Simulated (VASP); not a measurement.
# Cu8BO8 (a cell with a defect) in VASP: single point with PBE

Aim: the single point of Cu8BO8 (a cell with a defect) with PBE.

Program: VASP 6.6.1. These are calculated values, not measurements. Logs are shortened: lines on timing, memory, paths and dates and some standing lists are left out, and cuts for length are marked.

### Step 1. The cell of the first run

The cell holds a defect, 17 atoms: a = 5.794 Å, b = 5.794 Å, c = 5.120 Å, α = 97.67°, β = 97.67°, γ = 72.59°.

### Step 2. Single point, PBE, collinear spin

Input file INCAR:

```
PREC     = Accurate       # precision mode
ENCUT    = 520            # plane-wave cutoff, eV
EDIFF    = 1E-6           # SCF threshold, eV
ISMEAR   = -1             # smearing method
SIGMA    = 0.05           # smearing width, eV
LREAL    = Auto         
LASPH    = T              # aspherical terms in the spheres
NELM     = 150            # most SCF steps
ALGO     = Normal         # electronic algorithm
ISIF     = 2              # what is computed and relaxed
LWAVE    = F              # write WAVECAR
LCHARG   = F              # write CHGCAR
ISPIN    = 2              # spin polarisation
MAGMOM   = 0 0 0 0 0 0 0 0 0 0 0 0 0 0 0 0 1 # initial moments
LORBIT   = 11             # projections on sites
LMAXMIX  = 4              # l up to which the mixer works
GGA      = PE             # functional
NBANDS   = 88             # bands
```

Input file KPOINTS:

```
regular mesh
0
Gamma
  2 2 2
```

Input file POSCAR:

```
Cu8BO8
1.0
    4.6700000000     -3.4300000000      0.0000000000
    4.6700000000      3.4300000000      0.0000000000
   -0.8476880000      0.0000000000      5.0493390000
Cu O B
8 8 1
Direct
   -0.0319965311      0.2059617006     -0.0217006104
    0.2292565616     -0.0363628123      0.4632311724
    0.0431253079      0.7331988821      0.0559007590
    0.2614220840      0.4483298044      0.4825722971
    0.4516292293      0.2432910261     -0.0428931709
    0.7159276623      0.0280468897      0.4818448867
    0.4886742958      0.7969218166     -0.1486743800
    0.8470694113      0.5252087074      0.6733806641
    0.2640426149      0.1809928447      0.2117044655
    0.1573484529      0.2521385461      0.7022854735
    0.3789366451      0.6502873781      0.2733796089
    0.2020949051      0.7327949788      0.7361481708
    0.7192839494      0.3010028620      0.2279620098
    0.6596332673      0.3098908587      0.7237080303
    0.7831363363      0.7016775843      0.2880051007
    0.7648261181      0.8747296487      0.8230606908
    0.6312744897      0.5542883841      0.2654693315
```

Potentials or basis: VASP PAW PBE potentials, release 64 (Cu, O, B).

The run is started by

```
> cat potpaw_PBE.64/Cu/POTCAR potpaw_PBE.64/O/POTCAR potpaw_PBE.64/B/POTCAR > POTCAR
> mpirun -np 1 vasp_std > vasp.out
```

OUTCAR:

```text
PREC = Accurate
   ENCUT = 520
   EDIFF = 1E-6
   ISMEAR = -1
   LREAL = Auto
   LASPH = T
   NELM = 150
   ISIF = 2
   ISPIN = 2
   LORBIT = 11
   GGA = PE

 ion  position               nearest neighbor table
   1  0.968  0.206  0.978-   9 1.93  13 1.96  10 1.99  14 2.05   8 2.46   3 2.72
   2  0.229  0.964  0.463-  10 1.91  11 1.95   9 1.98  12 2.11   7 2.45   3 2.61
   3  0.043  0.733  0.056-  16 1.91  12 1.98  11 2.06  15 2.10   8 2.48   2 2.61   1 2.72
   4  0.261  0.448  0.483-  12 1.93   9 1.93  10 1.96  11 2.00   8 2.61   5 2.79
   5  0.452  0.243  0.957-   9 1.94  14 1.95  10 2.00  13 2.01   7 2.52   4 2.79
   6  0.716  0.028  0.482-  14 1.89  15 1.97  16 2.01  13 2.18
   7  0.489  0.797  0.851-  12 1.81  16 1.82   8 2.41   2 2.45   5 2.52
   8  0.847  0.525  0.673-  14 1.94  16 2.01  10 2.01  15 2.28  17 2.29   7 2.41   1 2.46   3 2.48
                             4 2.61
   9  0.264  0.181  0.212-   4 1.93   1 1.93   5 1.94   2 1.98
  10  0.157  0.252  0.702-   2 1.91   4 1.96   1 1.99   5 2.00   8 2.01
  11  0.379  0.650  0.273-  17 1.40   2 1.95   4 2.00   3 2.06
  12  0.202  0.733  0.736-   7 1.81   4 1.93   3 1.98   2 2.11
  13  0.719  0.301  0.228-  17 1.40   1 1.96   5 2.01   6 2.18
  14  0.660  0.310  0.724-   6 1.89   8 1.94   5 1.95   1 2.05
  15  0.783  0.702  0.288-  17 1.38   6 1.97   3 2.10   8 2.28
  16  0.765  0.875  0.823-   7 1.82   3 1.91   8 2.01   6 2.01
  17  0.631  0.554  0.265-  15 1.38  13 1.40  11 1.40   8 2.29

  LATTYP: Found a base centered monoclinic cell.
 ALAT       =     9.3400000000
 B/A-ratio  =     0.7344753747
 C/A-ratio  =     0.5481798640
 COS(beta)  =    -0.1655640648

  Lattice vectors:

 A1 = (   4.6700000000,  -3.4300000000,   0.0000000000)
 A2 = (   4.6700000000,   3.4300000000,   0.0000000000)
 A3 = (  -0.8476880000,   0.0000000000,   5.0493390000)

Analysis of symmetry for initial positions (statically):
=====================================================================
 Subroutine PRICEL returns:
 Original cell was already a primitive cell.

 Routine SETGRP: Setting up the symmetry group for a
 base centered monoclinic supercell.

 Subroutine GETGRP returns: Found  1 space group operations
 (whereof  1 operations were pure point group operations)
 out of a pool of  4 trial point group operations.

The static configuration has the point symmetry C_1 .

Analysis of symmetry for dynamics (positions and initial velocities):
=====================================================================
 Subroutine PRICEL returns:
 Original cell was already a primitive cell.

 Routine SETGRP: Setting up the symmetry group for a
 base centered monoclinic supercell.

 Subroutine GETGRP returns: Found  1 space group operations
 (whereof  1 operations were pure point group operations)
 out of a pool of  4 trial point group operations.

The dynamic configuration has the point symmetry C_1 .

Analysis of structural, dynamic, and magnetic symmetry:
=====================================================================
 Subroutine PRICEL returns:
 Original cell was already a primitive cell.

 Routine SETGRP: Setting up the symmetry group for a
 base centered monoclinic supercell.

 Subroutine GETGRP returns: Found  1 space group operations
 (whereof  1 operations were pure point group operations)
 out of a pool of  4 trial point group operations.

The overall configuration has the point symmetry C_1 .

 Subroutine INISYM returns: Found  1 space group operations
 (whereof  1 operations are pure point group operations),
 and found     1 'primitive' translations

----------------------------------------------------------------------------------------

                                     Primitive cell

  volume of cell :     161.7616

  direct lattice vectors                    reciprocal lattice vectors
     4.670000000 -3.430000000  0.000000000     0.107066381 -0.145772595  0.017974409
     4.670000000  3.430000000  0.000000000     0.107066381  0.145772595  0.017974409
    -0.847688000  0.000000000  5.049339000     0.000000000  0.000000000  0.198045724

  length of vectors
     5.794290293  5.794290293  5.119999930     0.181757912  0.181757912  0.198045724

  position of ions in fractional coordinates (direct lattice)
     0.968003469  0.205961701  0.978299390
[... 53 lines left out ...]
     0.090878956  0.090878956  0.099022862

  Shift w.r.t. Gamma in fractional coordinates (k-lattice)
     0.000000000  0.000000000  0.000000000

 Subroutine IBZKPT returns following result:
 ===========================================

 Found      8 irreducible k-points:

 Following reciprocal coordinates:
            Coordinates               Weight
  0.000000  0.000000  0.000000      1.000000
  0.500000 -0.000000 -0.000000      1.000000
 -0.000000  0.500000 -0.000000      1.000000
  0.500000  0.500000  0.000000      1.000000
  0.000000  0.000000  0.500000      1.000000
  0.500000 -0.000000  0.500000      1.000000
 -0.000000  0.500000  0.500000      1.000000
  0.500000  0.500000  0.500000      1.000000
   k-points           NKPTS =      8   k-points in BZ     NKDIM =      8   number of bands    NBANDS=     88
   number of dos      NEDOS =    301   number of ions     NIONS =     17
   total plane-waves  NPLWV =  92160
   dimension x,y,z NGX =    48 NGY =   48 NGZ =   40
   dimension x,y,z NGXF=    96 NGYF=   96 NGZF=   80
   ions per type =               8   8   1
   NGX,Y,Z   is equivalent  to a cutoff of  13.77, 13.77, 12.99 a.u.
   NGXF,Y,Z  is equivalent  to a cutoff of  27.54, 27.54, 25.98 a.u.
 SYSTEM =  unknown system
   PREC   = accura    normal or accurate (medium, high low for compatibility)
   ISTART =      0    job   : 0-new  1-cont  2-samecut
   ICHARG =      2    charge: 1-file 2-atom 10-const
   ISPIN  =      2    spin polarized calculation?
   LNONCOLLINEAR =      F non collinear calculations
   LSORBIT =      F    spin-orbit coupling
   LASPH  =      T    aspherical Exc in radial PAW
   ENCUT  =  520.0 eV  38.22 Ry    6.18 a.u.  10.77 10.77  9.52*2*pi/ulx,y,z
   NELM   =    150;   NELMIN=  2; NELMDL= -5     # of ELM steps
   EDIFF  = 0.1E-05   stopping-criterion for ELM
   LREAL  =      T    real-space projection
   EDIFFG = 0.1E-04   stopping-criterion for IOM
   NSW    =      0    number of steps for IOM
   IBRION =     -1    ionic relax: 0-MD 1-quasi-New 2-CG
   NFREE  =      0    steps in history (QN), initial steepest desc. (CG)
   ISIF   =      2    stress and relaxation
   ISYM   =      2    0-nonsym 1-usesym 2-fastsym
   POTIM  = 0.5000    time-step for ionic-motion
   TEBEG  =    0.0;   TEEND  =   0.0 temperature during run
   PSTRESS=    0.0 pullay stress
   NELECT =     139.0000    total number of electrons
   NUPDOWN=      -1.0000    fix difference up-down
   EMIN   =  10.00;   EMAX   =-10.00  energy-range for DOS
   EFERMI =   0.00;   METHOD = LEGACY
   ISMEAR =    -1;   SIGMA  =   0.05  broadening in eV -4-tet -1-fermi 0-gaus
   EFERMI_NEDOS =   21; number of points for ismear=-14 and -15
   IALGO  =     38    algorithm
   IMIX   =      4    mixing-type and parameters
     AMIX     =   0.40;   BMIX     =  1.00
     AMIX_MAG =   1.60;   BMIX_MAG =  1.00
  volume/ion in A,a.u.               =       9.52        64.21
  Fermi-wavevector in a.u.,A,eV,Ry     =   1.556400  2.941170 32.958499  2.422381
  Thomas-Fermi vector in A             =   2.660201
   LORBIT       =     11    0 simple, 1 ext, 2 COOP (PROOUT), +10 PAW based schemes
   GGA     = PE    functional components
   LHFCALC =     F    Hartree Fock is set to
   AEXX    =    0.0000 exact exchange contribution
   IVDW    =     0    specifies the selected vdW correction
   LEPSILON=     F    determine dielectric tensor
   LRPA    =     F    only Hartree local field effects (RPA)
 spin polarized calculation
  energy-cutoff  :      520.00
  volume of cell :      161.76
 maximum number of plane-waves:      4370
 NGX is ok and might be reduce to    48
   NGX = 21   NGY = 21   NGZ = 19

 number of electron     139.0000017 magnetization      -0.0017112

 number of electron     139.0000017 magnetization       0.0077602

 Free energy of the ion-electron system (eV)
  ---------------------------------------------------
  ext. energy  EPLUGINS =         0.00000000
  ---------------------------------------------------
  free energy    TOTEN  =       -85.47449403 eV

  energy without entropy =      -85.42150484  energy(sigma->0) =      -85.44799943

 E-fermi :   6.3788     XC(G=0): -12.1538

 val. band max:        6.3666064560   @ k =   0.0000   0.0000   0.0000
 cond. band min:       6.3864821913   @ k =   0.0000   0.0000   0.5000
 fundamental gap:      0.0198757353
 Fermi energy:         6.3787555656

 spin component 1

 k-point     1 :       0.0000    0.0000    0.0000
  band No.  band energies     occupation
      1     -15.1725      1.00000
      2     -13.8151      1.00000
      3     -13.6405      1.00000
      4     -13.4099      1.00000
      5     -12.8238      1.00000
      6     -12.3263      1.00000
[... 661 lines left out ...]
     80      12.4244      0.00000
     81      13.0297      0.00000
 Fermi energy:         6.3787555656

 spin component 2

 k-point     1 :       0.0000    0.0000    0.0000
  band No.  band energies     occupation
      1     -15.1723      1.00000
      2     -13.8149      1.00000
      3     -13.6399      1.00000
      4     -13.4096      1.00000
      5     -12.8229      1.00000
      6     -12.3260      1.00000
[... 661 lines left out ...]
     80      12.4246      0.00000
     81      13.0300      0.00000
 [bands above 81 left out]

------------------------ aborting loop because EDIFF is reached ----------------------------------------

  FORCE on cell =-STRESS in cart. coord.  units (eV):
  Direction    XX          YY          ZZ          XY          YZ          ZX
  --------------------------------------------------------------------------------------
  -------------------------------------------------------------------------------------
  Total       14.8223207     16.9747056     19.5007325      0.0167603      0.4732724      0.5667252
  in kB      146.8085207    168.1269395    193.1461171      0.1660029      4.6875535      5.6131618
  external PRESSURE =     169.3605258 kB  Pullay stress =       0.0000000 kB

 VOLUME and BASIS-vectors are now :
 -----------------------------------------------------------------------------
  energy-cutoff  :      520.00
  volume of cell :      161.76
      direct lattice vectors                 reciprocal lattice vectors
     4.670000000 -3.430000000  0.000000000     0.107066381 -0.145772595  0.017974409
     4.670000000  3.430000000  0.000000000     0.107066381  0.145772595  0.017974409
    -0.847688000  0.000000000  5.049339000     0.000000000  0.000000000  0.198045724

 POSITION                                       TOTAL-FORCE (eV/Angst)
 -----------------------------------------------------------------------------------
      4.65312     -2.61380      4.93977        -0.034757      0.001060      0.013046
      5.17814      2.51893      2.33901        -0.007293     -0.023411      0.005837
      3.57805      2.36695      0.28226         0.004240     -0.037107      0.047901
      2.90547      0.64109      2.43667         0.027263      0.023462      0.000069
      2.43395     -0.71460      4.83276         0.007581     -0.023079     -0.013685
      3.06591     -2.35943      2.43300         0.046644     -0.007654     -0.073356
[... 9 lines left out ...]
      6.95903      0.37697      4.15591         0.030133     -0.012020     -0.032371
      5.31154     -0.26406      1.34044         0.022441     -0.014153     -0.006016
 -----------------------------------------------------------------------------------
    total drift:                               -0.002798     -0.006640      0.001115

  FREE ENERGIE OF THE ION-ELECTRON SYSTEM (eV)
  ---------------------------------------------------
  free  energy   TOTEN  =       -85.4744940318 eV

  energy  without entropy=      -85.4215048373  energy(sigma->0) =      -85.44799943

 total charge

# of ion       s       p       d       tot
------------------------------------------
    1        0.361   0.381   9.192   9.934
    2        0.380   0.388   9.197   9.965
    3        0.347   0.348   9.221   9.915
    4        0.373   0.404   9.178   9.955
    5        0.364   0.391   9.187   9.942
    6        0.350   0.334   9.199   9.883
[... 9 lines left out ...]
   16        1.582   3.404   0.000   4.986
   17        0.720   1.415   0.000   2.135
--------------------------------------------------
tot         16.316  32.097  73.685 122.098

 magnetization (x)

# of ion       s       p       d       tot
------------------------------------------
    1       -0.000  -0.000   0.001   0.001
    2        0.000   0.000  -0.000  -0.000
    3        0.000   0.000  -0.001  -0.001
    4        0.000   0.000  -0.000  -0.000
    5       -0.000  -0.000   0.000   0.000
    6        0.000   0.000   0.006   0.006
[... 9 lines left out ...]
   16        0.000   0.001   0.000   0.001
   17        0.000   0.000   0.000   0.000
--------------------------------------------------
tot          0.000   0.003   0.005   0.008
```

It took 11 min on 1 thread of AMD EPYC 7R13 (Zen 3), shared host; peak memory 0.41 GiB.

Results:

```
Free energy                                           : -85.4745 eV
Pressure                                              : 16.9 GPa
Largest force                                         : 0.087 eV/Å
Net moment                                            : 0.01 μB per cell
Valence electrons inside the program's atomic spheres : Cu 9.93, 9.96, 9.91, 9.94, 9.88, 10.12, 10.03 (each value once); O 4.97, 4.98, 5.12, 5.11, 5.10, 4.99 (each value once); B 2.13
```

Forces on the atoms (eV/Å):
```
Cu  -0.035  0.001  0.013
Cu  -0.007 -0.023  0.006
Cu   0.004 -0.037  0.048
Cu   0.027  0.023  0.000
Cu   0.008 -0.023 -0.014
Cu   0.047 -0.008 -0.073
Cu  -0.032  0.044  0.049
Cu   0.043  0.012 -0.007
O   -0.015 -0.047 -0.006
O    0.010 -0.001  0.035
O   -0.016  0.058 -0.043
O   -0.063  0.001 -0.039
O   -0.053 -0.057  0.017
O   -0.001  0.085  0.018
O    0.032 -0.002  0.034
O    0.030 -0.012 -0.032
B    0.022 -0.014 -0.006
```

Stress tensor (GPa, compression positive):
```
14.68  0.02  0.56
 0.02 16.81  0.47
 0.56  0.47 19.31
```

Levels at points of the mesh, in eV from the Fermi level:
Spin up:
| k point | band 65 | band 66 | band 67 | band 68 | band 69 | band 70 | band 71 | band 72 | band 73 | band 74 |
| --- | --- | --- | --- | --- | --- | --- | --- | --- | --- | --- |
| (0.00, 0.00, 0.00) | -1.02 | -0.89 | -0.43 | -0.23 | -0.01 | 0.23 | 0.37 | 0.45 | 1.25 | 3.00 |
| (0.50, 0.00, 0.00) | -0.91 | -0.63 | -0.56 | -0.34 | -0.30 | 0.06 | 0.32 | 0.49 | 2.45 | 3.10 |
| (0.00, 0.50, 0.00) | -0.99 | -0.79 | -0.58 | -0.48 | -0.26 | 0.17 | 0.33 | 0.49 | 2.47 | 2.90 |
| (0.50, 0.50, 0.00) | -0.88 | -0.77 | -0.71 | -0.56 | -0.36 | -0.09 | 0.28 | 0.50 | 2.60 | 3.35 |
| (0.00, 0.00, 0.50) | -0.89 | -0.70 | -0.61 | -0.26 | 0.01 | 0.19 | 0.31 | 0.34 | 2.75 | 2.89 |
| (0.50, 0.00, 0.50) | -0.81 | -0.73 | -0.64 | -0.59 | -0.43 | -0.14 | 0.16 | 0.20 | 3.15 | 3.78 |
| (0.00, 0.50, 0.50) | -0.92 | -0.82 | -0.58 | -0.51 | -0.34 | -0.08 | 0.15 | 0.39 | 2.92 | 3.59 |
| (0.50, 0.50, 0.50) | -0.96 | -0.91 | -0.74 | -0.48 | -0.37 | -0.26 | -0.18 | 0.23 | 3.08 | 3.85 |
Spin down:
| k point | band 66 | band 67 | band 68 | band 69 | band 70 | band 71 | band 72 | band 73 |
| --- | --- | --- | --- | --- | --- | --- | --- | --- |
| (0.00, 0.00, 0.00) | -0.89 | -0.43 | -0.23 | -0.01 | 0.23 | 0.37 | 0.45 | 1.25 |
| (0.50, 0.00, 0.00) | -0.63 | -0.56 | -0.34 | -0.30 | 0.06 | 0.31 | 0.49 | 2.45 |
| (0.00, 0.50, 0.00) | -0.79 | -0.58 | -0.48 | -0.26 | 0.17 | 0.33 | 0.49 | 2.47 |
| (0.50, 0.50, 0.00) | -0.77 | -0.71 | -0.56 | -0.36 | -0.08 | 0.28 | 0.50 | 2.61 |
| (0.00, 0.00, 0.50) | -0.70 | -0.62 | -0.26 | 0.01 | 0.19 | 0.31 | 0.34 | 2.75 |
| (0.50, 0.00, 0.50) | -0.73 | -0.64 | -0.59 | -0.43 | -0.14 | 0.16 | 0.21 | 3.15 |
| (0.00, 0.50, 0.50) | -0.82 | -0.58 | -0.51 | -0.34 | -0.08 | 0.15 | 0.39 | 2.92 |
| (0.50, 0.50, 0.50) | -0.91 | -0.74 | -0.48 | -0.37 | -0.26 | -0.17 | 0.23 | 3.08 |

Caveat: the k points lie up to 0.62 Å⁻¹ apart; semilocal functionals often make such compounds metallic where correlation or magnetic order opens a gap, which also shifts bond lengths. With open d or f shells a metallic result of PBE can be an artefact of self-interaction; +U or a hybrid may open a gap.
